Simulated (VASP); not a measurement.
Wanted: the native input for a VASP 6.6.1 run.

| Quantity | Value |
| --- | --- |
| Task | single point |
| Functional | PBEsol |
| Potentials or basis | VASP PAW PBE potentials, release 64 (Fe_sv) |
| Cutoff | 690 eV |
| k mesh | 6 × 6 × 4 |
| Occupations | gaussian, width 0.1 eV |
| Spin | collinear spin, ferromagnetic start |
| Starting moments | [0.28, 0.28, 0.28, 0.28] μB |
| Dipole correction | no |
| Further INCAR settings | ALGO = Normal; EDIFF = 1e-06; NBANDS = 44 |

The structure of Fe lies in POSCAR:

```
Fe
1.0
    1.7368619369     -3.6270946917      0.0000000000
    1.7368619369      3.6270946917      0.0000000000
    0.0000000000      0.0000000000      3.4577529700
Fe
4
Direct
    0.1481633000      0.8518367000      0.0000177608
    0.6481633000      0.3518367000      0.4999822392
    0.8518367000      0.1481633000      0.9999822392
    0.3518367000      0.6481633000      0.5000177608
```

The input as run:

INCAR

```
ALGO = Normal
EDIFF = 1E-6
ENCUT = 690
GGA = PS
GGA_COMPAT = False
ISIF = 2
ISMEAR = 0
ISPIN = 2
LASPH = True
LCHARG = False
LMAXMIX = 4
LORBIT = 11
LREAL = False
LWAVE = False
MAGMOM = 0.28 0.28 0.28 0.28
NBANDS = 44
NELM = 200
PREC = Accurate
SIGMA = 0.1
```

KPOINTS

```
k-points
0
Gamma
  6 6 4
```

Potentials or basis: VASP PAW PBE potentials, release 64 (Fe_sv).

Run with:

```console
$ cat potpaw_PBE.64/Fe_sv/POTCAR > POTCAR
$ mpirun -np 1 vasp_std > vasp.out
```

It gave:

```yaml
Pressure: -1.7 GPa
Largest_force: 0.029 eV/Å
Band_gap_on_the_k_mesh: zero (filled and empty bands overlap)
Net_moment: 0.00 μB per cell
Valence_electrons_inside_the_program's_atomic_spheres: Fe 13.87
```

Caveat: the k points lie up to 0.45 Å⁻¹ apart, too coarse for converged energies and pressures of a metal; the PAW data sets were made with another functional, which shifts forces and pressure a little.

Run time: 99 s on 1 thread of AMD EPYC 9R45 96-Core Processor (Zen 5) (shared host), peak memory 0.27 GiB.
